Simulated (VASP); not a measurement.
AlN:

```
Al N
1.0
     2.61286    0.00000    0.00000
     0.00000    2.61286    0.00000
     0.00000    0.00000    2.61286
Al N
1 1
Direct
  0.00000 0.00000 0.00000
  0.50000 0.50000 0.50000
```

```yaml
Program: VASP 6.6.1
Task: relaxation of cell and atoms
Functional: r2SCAN
Potentials_or_basis: VASP PAW PBE potentials, release 64 (Al, N)
Cutoff: 600 eV
k_mesh: 8 × 8 × 8
Occupations: fermi-dirac, width 0.02 eV
Spin: no spin polarisation
```

At the start: pressure -6.9 GPa; volume 8.92 Å³/atom.

**Question.** Where does the relaxation end?

**Answer.** Over 3 steps the energy falls by 6.7 meV/atom and the volume is 8.62 Å³/atom (-3.4 %); space group Pm-3m (No. 221, to 0.05 Å).

Step by step:
```
step  energy change (eV)  largest force (eV/Å)  pressure (GPa)  volume (Å³)
   1              0.0000                0.0000           -6.92        17.84
   2             -0.0079                0.0000            4.91        16.86
   3             -0.0135                0.0000            0.03        17.23
```

Final structure:
```cif
data_structure
_symmetry_space_group_name_H-M 'P 1'
_symmetry_Int_Tables_number 1
_cell_length_a 2.5830
_cell_length_b 2.5830
_cell_length_c 2.5830
_cell_angle_alpha 90.000
_cell_angle_beta 90.000
_cell_angle_gamma 90.000
_cell_volume 17.23
loop_
_atom_site_label
_atom_site_type_symbol
_atom_site_fract_x
_atom_site_fract_y
_atom_site_fract_z
_atom_site_occupancy
Al1 Al 0.00000 0.00000 0.00000 1
N1 N 0.50000 0.50000 0.50000 1
```

Caveat: the PAW data sets were made with another functional, which shifts forces and pressure a little.
